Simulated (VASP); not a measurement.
# TiAl (Imm2) in VASP: single point with PBEsol

Aim: the single point of TiAl with PBEsol.

Program: VASP 6.6.1. These are calculated values, not measurements. Logs are shortened: lines on timing, memory, paths and dates and some standing lists are left out, and cuts for length are marked.

### Step 1. The cell of the first run

Symmetry: Imm2, No. 44, orthorhombic system. Conventional cell: a = 2.848 Å, b = 9.238 Å, c = 4.932 Å, α = 90.00°, β = 90.00°, γ = 90.00°. Within 3.6 Å of Ti (site symmetry m) lie 6 Al at 2.74 to 2.93 Å and 6 Ti at 2.85 Å. Within 3.5 Å of Al (site symmetry mm2) lie 6 Al at 2.65 to 3.05 Å and 6 Ti at 2.74 to 2.90 Å. Al (site symmetry mm2) has 6 Al at 2.65 to 3.05 Å and 6 Ti at 2.77 to 2.93 Å within 3.5 Å.

### Step 2. Single point, PBEsol (atoms displaced along a vibrational mode)

Contents of INCAR:

```
SYSTEM = TiAl
ALGO     = Fast           ! electronic algorithm
EDIFF    = 1E-6           ! SCF threshold, eV
ENCUT    = 520            ! plane-wave cutoff, eV
GGA      = PS             ! functional
ISIF     = 2              ! what is computed and relaxed
ISMEAR   = 0              ! smearing method
LASPH    = .True.         ! aspherical terms in the spheres
LCHARG   = .False.        ! write CHGCAR
LREAL    = .False.        ! projectors in reciprocal space
LWAVE    = .False.        ! write WAVECAR
NBANDS   = 23             ! bands
NELM     = 80             ! most SCF steps
PREC     = Accurate       ! precision mode
SIGMA    = 0.15           ! smearing width, eV
```

Contents of KPOINTS:

```
k-points
0
Gamma
  16 16 16
  0 0 0
```

Contents of POSCAR:

```
TiAl
1.0
   -2.8475477342      0.0000000000      0.0000000000
    0.0000000000      4.9320973526      0.0000000000
    1.4237738671     -2.4660486763     -4.6191923826
Ti Al
2 2
Direct
    0.5042409781      0.5042409781      0.0084819561
   -0.0042409781     -0.0042409781     -0.0084819561
    0.7500000000      0.0602194343      0.5000000000
    0.2500000000      0.6064472323      0.5000000000
```

Potentials or basis: VASP PAW PBE potentials, release 64 (Ti_sv, Al).

Started as:

```
cat potpaw_PBE.64/Ti_sv/POTCAR potpaw_PBE.64/Al/POTCAR > POTCAR
mpirun -np 1 vasp_std > vasp.out
```

OUTCAR:

```text
SYSTEM = TiAl
   EDIFF = 1E-6
   ENCUT = 520
   GGA = PS
   ISIF = 2
   ISMEAR = 0
   LASPH = .True.
   LREAL = .False.
   NELM = 80
   PREC = Accurate

 ion  position               nearest neighbor table
   1  0.504  0.504  0.008-   3 2.74   4 2.77   4 2.77   2 2.85   2 2.85   2 2.85   2 2.85   3 2.90
                             3 2.90   4 2.93
   2  0.996  0.996  0.992-   3 2.74   4 2.77   4 2.77   1 2.85   1 2.85   1 2.85   1 2.85   3 2.90
                             3 2.90   4 2.93
   3  0.750  0.060  0.500-   4 2.65   4 2.65   1 2.74   2 2.74   2 2.90   2 2.90   1 2.90   1 2.90
                             4 3.05   4 3.05
   4  0.250  0.606  0.500-   3 2.65   3 2.65   2 2.77   1 2.77   2 2.77   1 2.77   1 2.93   2 2.93
                             3 3.05   3 3.05

  LATTYP: Found a body centered orthorhombic cell.
 ALAT       =     2.8475477342
 B/A-ratio  =     1.7320508076
 C/A-ratio  =     3.2443300789

  Lattice vectors:

 A1 = (  -1.4237738671,   2.4660486763,   4.6191923826)
 A2 = (   1.4237738671,  -2.4660486763,   4.6191923826)
 A3 = (   1.4237738671,   2.4660486763,  -4.6191923826)

Analysis of symmetry for initial positions (statically):
=====================================================================
 Subroutine PRICEL returns:
 Original cell was already a primitive cell.

 Routine SETGRP: Setting up the symmetry group for a
 body centered orthorhombic supercell.

 Subroutine GETGRP returns: Found  4 space group operations
 (whereof  2 operations were pure point group operations)
 out of a pool of  8 trial point group operations.

The static configuration has the point symmetry C_1h.
 The point group associated with its full space group is C_2v.

Analysis of symmetry for dynamics (positions and initial velocities):
=====================================================================
 Subroutine PRICEL returns:
 Original cell was already a primitive cell.

 Routine SETGRP: Setting up the symmetry group for a
 body centered orthorhombic supercell.

 Subroutine GETGRP returns: Found  4 space group operations
 (whereof  2 operations were pure point group operations)
 out of a pool of  8 trial point group operations.

The dynamic configuration has the point symmetry C_1h.
 The point group associated with its full space group is C_2v.

 Subroutine INISYM returns: Found  4 space group operations
 (whereof  2 operations are pure point group operations),
 and found     1 'primitive' translations

----------------------------------------------------------------------------------------

                                     Primitive cell

  volume of cell :      64.8737

  direct lattice vectors                    reciprocal lattice vectors
    -2.847547734  0.000000000  0.000000000    -0.351179363  0.000000000 -0.108244030
     0.000000000  4.932097353  0.000000000     0.000000000  0.202753500 -0.108244030
     1.423773867 -2.466048676 -4.619192383     0.000000000  0.000000000 -0.216488061

  length of vectors
     2.847547734  4.932097353  5.426367695     0.367482945  0.229838534  0.216488061

  position of ions in fractional coordinates (direct lattice)
     0.504240978  0.504240978  0.008481956
     0.995759022  0.995759022  0.991518044
     0.750000000  0.060219434  0.500000000
     0.250000000  0.606447232  0.500000000

  ion indices of the primitive-cell ions
   primitive index   ion index
                 1           1
                 2           2
                 3           3
                 4           4

----------------------------------------------------------------------------------------

 KPOINTS: k-points

Automatic generation of k-mesh.
 Grid dimensions read from file:
 generate k-points for:   16   16   16

 Generating k-lattice:

  Cartesian coordinates                     Fractional coordinates (reciprocal lattice)
    -0.021948710  0.000000000 -0.006765252     0.062500000  0.000000000  0.000000000
     0.000000000  0.012672094 -0.006765252     0.000000000  0.062500000  0.000000000
     0.000000000  0.000000000 -0.013530504     0.000000000  0.000000000  0.062500000

  Length of vectors
     0.022967684  0.014364908  0.013530504

  Shift w.r.t. Gamma in fractional coordinates (k-lattice)
     0.000000000  0.000000000  0.000000000

 Subroutine IBZKPT returns following result:
 ===========================================

 Found    621 irreducible k-points:

 Following reciprocal coordinates:
            Coordinates               Weight
  0.000000  0.000000  0.000000      1.000000
  0.062500  0.000000  0.000000      4.000000
  0.125000  0.000000  0.000000      4.000000
  0.187500  0.000000  0.000000      4.000000
  0.250000  0.000000  0.000000      4.000000
  0.312500  0.000000  0.000000      4.000000
[... 16 lines left out ...]
 -0.187500  0.062500  0.000000      8.000000
 -0.125000  0.062500 -0.000000      8.000000
 [... further k-points ...]
   k-points           NKPTS =    621   k-points in BZ     NKDIM =    621   number of bands    NBANDS=     23
   number of dos      NEDOS =    301   number of ions     NIONS =      4
   total plane-waves  NPLWV =  38400
   dimension x,y,z NGX =    24 NGY =   40 NGZ =   40
   dimension x,y,z NGXF=    48 NGYF=   80 NGZF=   80
   ions per type =               2   2
   NGX,Y,Z   is equivalent  to a cutoff of  14.01, 13.48, 12.25 a.u.
   NGXF,Y,Z  is equivalent  to a cutoff of  28.02, 26.97, 24.51 a.u.
 SYSTEM =  TiAl
   PREC   = accura    normal or accurate (medium, high low for compatibility)
   ISTART =      0    job   : 0-new  1-cont  2-samecut
   ICHARG =      2    charge: 1-file 2-atom 10-const
   ISPIN  =      1    spin polarized calculation?
   LNONCOLLINEAR =      F non collinear calculations
   LSORBIT =      F    spin-orbit coupling
   LASPH  =      T    aspherical Exc in radial PAW
   ENCUT  =  520.0 eV  38.22 Ry    6.18 a.u.   5.29  9.17 10.09*2*pi/ulx,y,z
   NELM   =     80;   NELMIN=  2; NELMDL= -5     # of ELM steps
   EDIFF  = 0.1E-05   stopping-criterion for ELM
   LREAL  =      F    real-space projection
   EDIFFG = 0.1E-04   stopping-criterion for IOM
   NSW    =      0    number of steps for IOM
   IBRION =     -1    ionic relax: 0-MD 1-quasi-New 2-CG
   NFREE  =      0    steps in history (QN), initial steepest desc. (CG)
   ISIF   =      2    stress and relaxation
   ISYM   =      2    0-nonsym 1-usesym 2-fastsym
   POTIM  = 0.5000    time-step for ionic-motion
   TEBEG  =    0.0;   TEEND  =   0.0 temperature during run
   PSTRESS=    0.0 pullay stress
   NELECT =      30.0000    total number of electrons
   NUPDOWN=      -1.0000    fix difference up-down
   EMIN   =  10.00;   EMAX   =-10.00  energy-range for DOS
   EFERMI =   0.00;   METHOD = LEGACY
   ISMEAR =     0;   SIGMA  =   0.15  broadening in eV -4-tet -1-fermi 0-gaus
   EFERMI_NEDOS =   21; number of points for ismear=-14 and -15
   IALGO  =     68    algorithm
   IMIX   =      4    mixing-type and parameters
     AMIX     =   0.40;   BMIX     =  1.00
     AMIX_MAG =   1.60;   BMIX_MAG =  1.00
  volume/ion in A,a.u.               =      16.22       109.45
  Fermi-wavevector in a.u.,A,eV,Ry     =   1.265977  2.392349 21.806013  1.602697
  Thomas-Fermi vector in A             =   2.399202
   LORBIT       =      0    0 simple, 1 ext, 2 COOP (PROOUT), +10 PAW based schemes
   GGA     = PS    functional components
   LHFCALC =     F    Hartree Fock is set to
   AEXX    =    0.0000 exact exchange contribution
   IVDW    =     0    specifies the selected vdW correction
   LEPSILON=     F    determine dielectric tensor
   LRPA    =     F    only Hartree local field effects (RPA)
 non-spin polarized calculation
 RMM-DIIS sequential band-by-band and
 Gauss-broadening in eV      SIGMA  =   0.15
  energy-cutoff  :      520.00
  volume of cell :       64.87
 maximum number of plane-waves:      1771
 NGX is ok and might be reduce to    24
   NGX = 11   NGY = 19   NGZ = 21

 number of electron      29.9999999 magnetization

 Free energy of the ion-electron system (eV)
  ---------------------------------------------------
  ext. energy  EPLUGINS =         0.00000000
  ---------------------------------------------------
  free energy    TOTEN  =       -25.73618937 eV

  energy without entropy =      -25.68092144  energy(sigma->0) =      -25.70855541

 E-fermi :   8.0609     XC(G=0): -11.1369

 val. band max:        8.0603508331   @ k =   0.2500  -0.1250   0.0625
 cond. band min:       8.0610938231   @ k =   0.3125   0.1250   0.0000
 fundamental gap:      0.0007429900
 Fermi energy:         8.0609400429

 k-point     1 :       0.0000    0.0000    0.0000
  band No.  band energies     occupation
      1     -48.1880      2.00000
      2     -48.0831      2.00000
      3     -24.7864      2.00000
      4     -24.6266      2.00000
      5     -24.5279      2.00000
      6     -24.3072      2.00000
[... 15 lines left out ...]
     22      11.0746      0.00000
     23      12.1533      0.00000

 k-point     2 :       0.0625    0.0000    0.0000
  band No.  band energies     occupation
      1     -48.1850      2.00000
      2     -48.0821      2.00000
      3     -24.7788      2.00000
      4     -24.6237      2.00000
      5     -24.5268      2.00000
      6     -24.3227      2.00000
[... 15 lines left out ...]
     22      11.1199      0.00000
     23      12.1947      0.00000

 k-point     3 :       0.1250    0.0000    0.0000
  band No.  band energies     occupation
      1     -48.1764      2.00000
      2     -48.0793      2.00000
      3     -24.7566      2.00000
      4     -24.6154      2.00000
      5     -24.5240      2.00000
      6     -24.3665      2.00000
[... 15 lines left out ...]
     22      11.1844      0.00000
     23      12.3560      0.00000

 k-point     4 :       0.1875    0.0000    0.0000
  band No.  band energies     occupation
      1     -48.1631      2.00000
      2     -48.0756      2.00000
      3     -24.7209      2.00000
      4     -24.6025      2.00000
      5     -24.5202      2.00000
      6     -24.4310      2.00000
[... 15 lines left out ...]
     22      11.1905      0.00000
     23      12.5952      0.00000

 k-point     5 :       0.2500    0.0000    0.0000
  band No.  band energies     occupation
      1     -48.1466      2.00000
      2     -48.0721      2.00000
      3     -24.6742      2.00000
      4     -24.5866      2.00000
      5     -24.5165      2.00000
      6     -24.5051      2.00000
[... 15 lines left out ...]
     22      11.1316      0.00000
     23      12.5310      0.00000

 k-point     6 :       0.3125    0.0000    0.0000
  band No.  band energies     occupation
      1     -48.1285      2.00000
      2     -48.0699      2.00000
      3     -24.6193      2.00000
      4     -24.5801      2.00000
      5     -24.5654      2.00000
      6     -24.5156      2.00000
[... 15 lines left out ...]
     22      11.0171      0.00000
     23      12.0769      0.00000

 k-point     7 :       0.3750    0.0000    0.0000
  band No.  band energies     occupation
      1     -48.1109      2.00000
      2     -48.0704      2.00000
      3     -24.6353      2.00000
      4     -24.5822      2.00000
      5     -24.5625      2.00000
      6     -24.5462      2.00000
[... 353 lines left out ...]
     22      11.1717      0.00000
     23      12.1700      0.00000

 k-point    21 :      -0.3125    0.0625   -0.0000
  band No.  band energies     occupation
      1     -48.1280      2.00000
      2     -48.0705      2.00000
      3     -24.6347      2.00000
      4     -24.5713      2.00000
      5     -24.5537      2.00000
      6     -24.5171      2.00000
[... 15 lines left out ...]
     22      11.1534      0.00000
     23      12.3604      0.00000

 k-point    22 :      -0.2500    0.0625    0.0000
  band No.  band energies     occupation
      1     -48.1459      2.00000
      2     -48.0728      2.00000
      3     -24.6746      2.00000
      4     -24.5857      2.00000
      5     -24.5174      2.00000
      6     -24.4994      2.00000
[... 15 lines left out ...]
     22      11.2465      0.00000
     23      12.6288      0.00000

 k-point    23 :      -0.1875    0.0625    0.0000
  band No.  band energies     occupation
      1     -48.1623      2.00000
      2     -48.0765      2.00000
      3     -24.7178      2.00000
      4     -24.6014      2.00000
      5     -24.5212      2.00000
      6     -24.4281      2.00000
[... 15 lines left out ...]
     22      11.2641      0.00000
     23      12.4472      0.00000

 k-point    24 :      -0.1250    0.0625   -0.0000
  band No.  band energies     occupation
      1     -48.1755      2.00000
      2     -48.0803      2.00000
      3     -24.7518      2.00000
      4     -24.6143      2.00000
      5     -24.5250      2.00000
      6     -24.3646      2.00000
[... 15 lines left out ...]
     22      11.2138      0.00000
     23      12.2581      0.00000

 [... further k-points ...]
[... 5 lines left out ...]
  --------------------------------------------------------------------------------------
  -------------------------------------------------------------------------------------
  Total        0.3191344      0.6918124      0.3205438      0.0000000      0.0000000      0.0000000
  in kB        7.8816200     17.0855996      7.9164291      0.0000000      0.0000000      0.0000000
  external PRESSURE =      10.9612162 kB  Pullay stress =       0.0000000 kB

 VOLUME and BASIS-vectors are now :
 -----------------------------------------------------------------------------
  energy-cutoff  :      520.00
  volume of cell :       64.87
      direct lattice vectors                 reciprocal lattice vectors
    -2.847547734  0.000000000  0.000000000    -0.351179363  0.000000000 -0.108244030
     0.000000000  4.932097353  0.000000000     0.000000000  0.202753500 -0.108244030
     1.423773867 -2.466048676 -4.619192383     0.000000000  0.000000000 -0.216488061

 POSITION                                       TOTAL-FORCE (eV/Angst)
 -----------------------------------------------------------------------------------
     -1.42377      2.46605     -0.03918        -0.000000     -0.037708      0.698212
     -1.42377      2.46605     -4.58001        -0.000000     -0.037708     -0.698212
     -1.42377     -0.93602     -2.30960         0.000000      1.214052     -0.000000
      0.00000      1.75803     -2.30960        -0.000000     -1.138637     -0.000000
 -----------------------------------------------------------------------------------
    total drift:                                0.000000      0.000137     -0.000000

  FREE ENERGIE OF THE ION-ELECTRON SYSTEM (eV)
  ---------------------------------------------------
  free  energy   TOTEN  =       -25.7361893690 eV

  energy  without entropy=      -25.6809214434  energy(sigma->0) =      -25.70855541
```

Run time: 58 min. Hardware: 1 thread of Intel Xeon 8259CL, shared host; peak memory 0.83 GiB.

Results:

```yaml
Free_energy: -25.7362 eV
Pressure: 1.1 GPa
Largest_force: 1.214 eV/Å
Band_gap_on_the_k_mesh: zero (bands 15 and 16 overlap by 0.94 eV)
```

Forces on the atoms (eV/Å):
```
Ti   0.000 -0.038  0.698
Ti   0.000 -0.038 -0.698
Al   0.000  1.214  0.000
Al   0.000 -1.139  0.000
```

Stress tensor (GPa, compression positive):
```
0.79 0.00 0.00
0.00 1.71 0.00
0.00 0.00 0.79
```

Caveat: the cell differs from its parent crystal (atoms displaced along a vibrational mode); the PAW data sets were made with another functional, which shifts forces and pressure a little.
